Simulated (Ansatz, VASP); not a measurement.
**One calculation of TlCl, two programs**

```
Tl Cl
1.0
     3.79363    0.00000    0.00000
     0.00000    3.79363    0.00000
     0.00000    0.00000    3.79363
Tl Cl
1 1
Direct
  0.00000 0.00000 0.00000
  0.50000 0.50000 0.50000
```

Alike in both runs: task single point; functional LDA; k mesh 6 × 6 × 6; no spin polarisation.

|  | VASP | Ansatz |
| --- | --- | --- |
| version | VASP 6.6.1 | Ansatz 0.2.0 |
| potentials or method | VASP PAW LDA potentials, release 64 (Tl_d, Cl) | plane waves, PAW |
| plane-wave cutoff (eV) | 500 | 420 |
| occupations | gaussian, width 0.01 eV | fixed |
| valence electrons in the cell | 20 | 20 |

```tsv
	VASP	Ansatz	Ansatz less VASP
gap on the k mesh at the Fermi level (eV)	1.76	1.78	+0.021
pressure (GPa)	-2.4	-2.4	+0.01
```

LDA's correlation is that of Perdew and Zunger in VASP and of Perdew and Wang (1992) in Ansatz.

Spin-orbit coupling is off throughout.
